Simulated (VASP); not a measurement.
A run of VASP 6.6.1:

INCAR

```
PREC = Accurate
ENCUT = 520
EDIFF = 1E-6
ISMEAR = -1
SIGMA = 0.13605693000000002
LREAL = F
LASPH = T
NELM = 80
ALGO = Normal
ISIF = 2
LWAVE = F
LCHARG = F
GGA = PS
NBANDS = 20
```

Contents of KPOINTS:

```
regular mesh
0
Gamma
  8 8 8
```

Contents of POSCAR:

```
Tc
1.0
    0.0000000000      2.7387196320      2.7387196320
    2.7387196320      0.0000000000      2.7387196320
    2.7387196320      2.7387196320      0.0000000000
Tc
2
Direct
    0.0000000000      0.0000000000      0.0000000000
    0.2500000000      0.2500000000      0.2500000000
```

Potentials or basis: VASP PAW PBE potentials, release 64 (Tc_pv).

Launch:

```console
$ cat potpaw_PBE.64/Tc_pv/POTCAR > POTCAR
$ mpirun -np 1 vasp_std > vasp.out
```

Hardware: 1 thread of Intel Xeon 6975P-C, with other jobs on the host.

Problem. Estimate the wall time of this run.

Solution. Run time: 12 s on 1 thread of Intel Xeon 6975P-C, on a shared host, peak memory 0.17 GiB. Counts: scf iterations 11, k points 29.
